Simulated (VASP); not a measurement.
# Mo4C3 (I4/mmm) in VASP: single point with PBE

Aim: the single point of Mo4C3 with PBE.

Everything below comes from runs of VASP 6.6.1. Logs are shortened: lines on timing, memory, paths and dates and some standing lists are left out, and cuts for length are marked.

## (1) The cell of the first run

Symmetry: I4/mmm, No. 139, tetragonal system. The conventional cell has a = 4.326 Å, b = 4.326 Å, c = 8.544 Å, α = 90.00°, β = 90.00°, γ = 90.00°. Mo (site symmetry 4mm) has 5 C at 2.07 to 2.16 Å within 2.7 Å. Mo (site symmetry mmm) has 4 C at 2.14 to 2.16 Å within 2.8 Å. Within 2.8 Å of C (site symmetry -4m2) lie 6 Mo at 2.14 to 2.16 Å. Within 2.7 Å of C (site symmetry 4/mmm) lie 6 Mo at 2.07 to 2.16 Å.

## (2) Single point, PBE

The input, INCAR:

```
PREC = Accurate
ENCUT = 520
EDIFF = 1E-6
ISMEAR = 0
SIGMA = 0.1
LREAL = F
LASPH = T
NELM = 100
ALGO = Fast
ISIF = 2
LWAVE = F
LCHARG = F
GGA = PE
NBANDS = 43
```

The input, KPOINTS:

```
regular mesh
0
Gamma
  12 12 12
```

The input, POSCAR:

```
Mo4C3
1.0
   -2.1628249687      2.1628249687      4.2717906346
    2.1628249687     -2.1628249687      4.2717906346
    2.1628249687      2.1628249687     -4.2717906346
Mo C
4 3
Direct
    0.7574218925      0.7574218925      0.0000000000
    0.5000000000      0.0000000000      0.5000000000
    0.2425781075      0.2425781075      0.0000000000
    0.0000000000      0.5000000000      0.5000000000
    0.7500000000      0.2500000000      0.5000000000
    0.2500000000      0.7500000000      0.5000000000
    0.0000000000      0.0000000000      0.0000000000
```

Potentials or basis: VASP PAW PBE potentials, release 64 (Mo_sv, C).

Launch:

```
$ cat potpaw_PBE.64/Mo_sv/POTCAR potpaw_PBE.64/C/POTCAR > POTCAR
$ mpirun -np 1 vasp_std > vasp.out
```

OUTCAR:

```text
PREC = Accurate
   ENCUT = 520
   EDIFF = 1E-6
   ISMEAR = 0
   LREAL = F
   LASPH = T
   NELM = 100
   ISIF = 2
   GGA = PE

 ion  position               nearest neighbor table
   1  0.757  0.757  0.000-   7 2.07   6 2.16   5 2.16   5 2.16   6 2.16   2 3.00   4 3.00   4 3.00
                             2 3.00   3 3.06   3 3.06   3 3.06   3 3.06   4 3.08   4 3.08   2 3.08
   2  0.500  0.000  0.500-   5 2.14   6 2.14   7 2.16   7 2.16   3 3.00   3 3.00   1 3.00   1 3.00
                             4 3.06   4 3.06   4 3.06   4 3.06   1 3.08   3 3.08   1 3.08   3 3.08
   3  0.243  0.243  0.000-   7 2.07   6 2.16   5 2.16   5 2.16   6 2.16   4 3.00   2 3.00   4 3.00
                             2 3.00   1 3.06   1 3.06   1 3.06   1 3.06   2 3.08   4 3.08   2 3.08
   4  0.000  0.500  0.500-   5 2.14   6 2.14   7 2.16   7 2.16   3 3.00   3 3.00   1 3.00   1 3.00
                             2 3.06   2 3.06   2 3.06   2 3.06   3 3.08   1 3.08   3 3.08   1 3.08
   5  0.750  0.250  0.500-   2 2.14   4 2.14   3 2.16   1 2.16   1 2.16   3 2.16
   6  0.250  0.750  0.500-   2 2.14   4 2.14   3 2.16   1 2.16   1 2.16   3 2.16
   7  0.000  0.000  0.000-   1 2.07   3 2.07   2 2.16   4 2.16   4 2.16   2 2.16

  LATTYP: Found a body centered tetragonal cell.
 ALAT       =     4.3256499374
 C/A-ratio  =     1.9750977062

  Lattice vectors:

 A1 = (  -2.1628249687,   2.1628249687,   4.2717906346)
 A2 = (   2.1628249687,  -2.1628249687,   4.2717906346)
 A3 = (   2.1628249687,   2.1628249687,  -4.2717906346)

Analysis of symmetry for initial positions (statically):
=====================================================================
 Subroutine PRICEL returns:
 Original cell was already a primitive cell.

 Routine SETGRP: Setting up the symmetry group for a
 body centered tetragonal supercell.

 Subroutine GETGRP returns: Found 16 space group operations
 (whereof 16 operations were pure point group operations)
 out of a pool of 16 trial point group operations.

The static configuration has the point symmetry D_4h.

Analysis of symmetry for dynamics (positions and initial velocities):
=====================================================================
 Subroutine PRICEL returns:
 Original cell was already a primitive cell.

 Routine SETGRP: Setting up the symmetry group for a
 body centered tetragonal supercell.

 Subroutine GETGRP returns: Found 16 space group operations
 (whereof 16 operations were pure point group operations)
 out of a pool of 16 trial point group operations.

The dynamic configuration has the point symmetry D_4h.
[... 114 lines left out ...]
   NFREE  =      0    steps in history (QN), initial steepest desc. (CG)
   ISIF   =      2    stress and relaxation
   ISYM   =      2    0-nonsym 1-usesym 2-fastsym
   POTIM  = 0.5000    time-step for ionic-motion
   TEBEG  =    0.0;   TEEND  =   0.0 temperature during run
   PSTRESS=    0.0 pullay stress
   NELECT =      68.0000    total number of electrons
   NUPDOWN=      -1.0000    fix difference up-down
   EMIN   =  10.00;   EMAX   =-10.00  energy-range for DOS
   EFERMI =   0.00;   METHOD = LEGACY
   ISMEAR =     0;   SIGMA  =   0.10  broadening in eV -4-tet -1-fermi 0-gaus
   EFERMI_NEDOS =   21; number of points for ismear=-14 and -15
   IALGO  =     68    algorithm
   IMIX   =      4    mixing-type and parameters
     AMIX     =   0.40;   BMIX     =  1.00
     AMIX_MAG =   1.60;   BMIX_MAG =  1.00
  volume/ion in A,a.u.               =      11.42        77.06
  Fermi-wavevector in a.u.,A,eV,Ry     =   1.551221  2.931382 32.739501  2.406285
  Thomas-Fermi vector in A             =   2.655771
   LORBIT       =      0    0 simple, 1 ext, 2 COOP (PROOUT), +10 PAW based schemes
   GGA     = PE    functional components
   LHFCALC =     F    Hartree Fock is set to
   AEXX    =    0.0000 exact exchange contribution
   IVDW    =     0    specifies the selected vdW correction
   LEPSILON=     F    determine dielectric tensor
   LRPA    =     F    only Hartree local field effects (RPA)
 non-spin polarized calculation
 RMM-DIIS sequential band-by-band and
 Gauss-broadening in eV      SIGMA  =   0.10
  energy-cutoff  :      520.00
  volume of cell :       79.93
 maximum number of plane-waves:      2180
   NGX = 19   NGY = 19   NGZ = 19

 number of electron      68.0000003 magnetization

 Free energy of the ion-electron system (eV)
  ---------------------------------------------------
  ext. energy  EPLUGINS =         0.00000000
  ---------------------------------------------------
  free energy    TOTEN  =       -71.36146122 eV

  energy without entropy =      -71.34522148  energy(sigma->0) =      -71.35334135

 E-fermi :  12.3040     XC(G=0): -13.3455

 val. band max:       12.2918114156   @ k =  -0.4167   0.4167   0.1667
 cond. band min:      12.3127897735   @ k =   0.4167   0.1667   0.0833
 fundamental gap:      0.0209783579
 Fermi energy:        12.3039719233

 k-point     1 :       0.0000    0.0000    0.0000
  band No.  band energies     occupation
      1     -49.6534      2.00000
      2     -49.5808      2.00000
      3     -49.1133      2.00000
      4     -49.0618      2.00000
      5     -23.9883      2.00000
      6     -23.9883      2.00000
[... 1093 lines left out ...]
     42      15.0902      0.00000
     43      15.4655      0.00000

 [... further k-points ...]

------------------------ aborting loop because EDIFF is reached ----------------------------------------

  FORCE on cell =-STRESS in cart. coord.  units (eV):
  Direction    XX          YY          ZZ          XY          YZ          ZX
  --------------------------------------------------------------------------------------
  -------------------------------------------------------------------------------------
  Total        0.2292301      0.2292301      0.2329233      0.0000000      0.0000000      0.0000000
  in kB        4.5948300      4.5948300      4.6688601      0.0000000      0.0000000      0.0000000
  external PRESSURE =       4.6195067 kB  Pullay stress =       0.0000000 kB

 VOLUME and BASIS-vectors are now :
 -----------------------------------------------------------------------------
  energy-cutoff  :      520.00
  volume of cell :       79.93
      direct lattice vectors                 reciprocal lattice vectors
    -2.162824969  2.162824969  4.271790635     0.000000000  0.231179132  0.117046935
     2.162824969 -2.162824969  4.271790635     0.231179132  0.000000000  0.117046935
     2.162824969  2.162824969 -4.271790635     0.231179132  0.231179132  0.000000000

 POSITION                                       TOTAL-FORCE (eV/Angst)
 -----------------------------------------------------------------------------------
      0.00000      0.00000      6.47110         0.000000      0.000000     -0.012544
      0.00000      2.16282      0.00000        -0.000000     -0.000000     -0.000000
      0.00000      0.00000      2.07249         0.000000      0.000000      0.012544
      2.16282      0.00000      0.00000        -0.000000     -0.000000     -0.000000
      0.00000      2.16282      2.13590        -0.000000     -0.000000     -0.000000
      2.16282      0.00000      2.13590        -0.000000     -0.000000     -0.000000
      0.00000      0.00000      0.00000        -0.000000     -0.000000     -0.000000
 -----------------------------------------------------------------------------------
    total drift:                               -0.000000      0.000000     -0.000000

  FREE ENERGIE OF THE ION-ELECTRON SYSTEM (eV)
  ---------------------------------------------------
  free  energy   TOTEN  =       -71.3614612222 eV

  energy  without entropy=      -71.3452214750  energy(sigma->0) =      -71.35334135
```

OSZICAR:

```text
N       E                     dE             d eps       ncg     rms          rms(c)
DAV:   1     0.764674427469E+03    0.76467E+03   -0.41825E+04 14018   0.166E+03
DAV:   2    -0.452308872720E+02   -0.80991E+03   -0.79012E+03 15457   0.504E+02
DAV:   3    -0.827109867346E+02   -0.37480E+02   -0.36583E+02 18061   0.997E+01
DAV:   4    -0.835183880573E+02   -0.80740E+00   -0.80089E+00 16774   0.128E+01
DAV:   5    -0.835343046293E+02   -0.15917E-01   -0.15884E-01 17459   0.168E+00    0.570E+01
RMM:   6    -0.711561959888E+02    0.12378E+02   -0.61650E+01 15610   0.306E+01    0.128E+01
RMM:   7    -0.713144190234E+02   -0.15822E+00   -0.62155E+00 17258   0.992E+00    0.667E+00
RMM:   8    -0.713880429980E+02   -0.73624E-01   -0.12132E+00 18040   0.371E+00    0.191E+00
RMM:   9    -0.713581791872E+02    0.29864E-01   -0.27546E-01 17366   0.206E+00    0.610E-01
RMM:  10    -0.713607103110E+02   -0.25311E-02   -0.61957E-02 18931   0.899E-01    0.342E-01
RMM:  11    -0.713611959228E+02   -0.48561E-03   -0.95262E-03 18686   0.419E-01    0.126E-01
RMM:  12    -0.713614071236E+02   -0.21120E-03   -0.22378E-03 18764   0.200E-01    0.538E-02
RMM:  13    -0.713614472715E+02   -0.40148E-04   -0.49822E-04 19125   0.862E-02    0.164E-02
RMM:  14    -0.713614567413E+02   -0.94698E-05   -0.11887E-04 18557   0.383E-02    0.557E-03
RMM:  15    -0.713614603413E+02   -0.36001E-05   -0.33471E-05 15638   0.193E-02    0.156E-03
RMM:  16    -0.713614612222E+02   -0.88083E-06   -0.93678E-06 12782   0.904E-03
   1 F= -.71361461E+02 E0= -.71353341E+02  d E =-.162397E-01
```

Wall time 21 min (1 thread of Oxide Virtual Turin-like, shared host); peak memory 0.5 GiB.

Results:

- Free energy: -71.3615 eV
- Pressure: 0.5 GPa
- Largest force: 0.013 eV/Å
- Band gap on the k mesh: zero (bands 34 and 35 overlap by 1.50 eV)

Forces on the atoms (eV/Å):
```
Mo   0.000  0.000 -0.013
Mo   0.000  0.000  0.000
Mo   0.000  0.000  0.013
Mo   0.000  0.000  0.000
C    0.000  0.000  0.000
C    0.000  0.000  0.000
C    0.000  0.000  0.000
```

Levels at points of the mesh, in eV from the Fermi level:
```csv
k point,band 31,band 32,band 33,band 34,band 35,band 36,band 37,band 38
"(0.00, 0.00, 0.00)",-1.86,-1.24,-1.24,-0.63,-0.34,0.73,0.73,1.32
"(0.50, 0.00, 0.00)",-1.61,-0.89,-0.79,-0.70,0.61,0.73,0.99,1.05
"(0.50, 0.50, 0.00)",-1.56,-1.38,-0.24,0.06,0.95,1.26,1.38,1.42
"(0.50, 0.50, 0.50)",-2.65,-2.65,-1.60,-0.10,0.51,1.03,1.03,1.17
```

The gap in the log of VASP goes by the Fermi energy; the results here count the filled bands.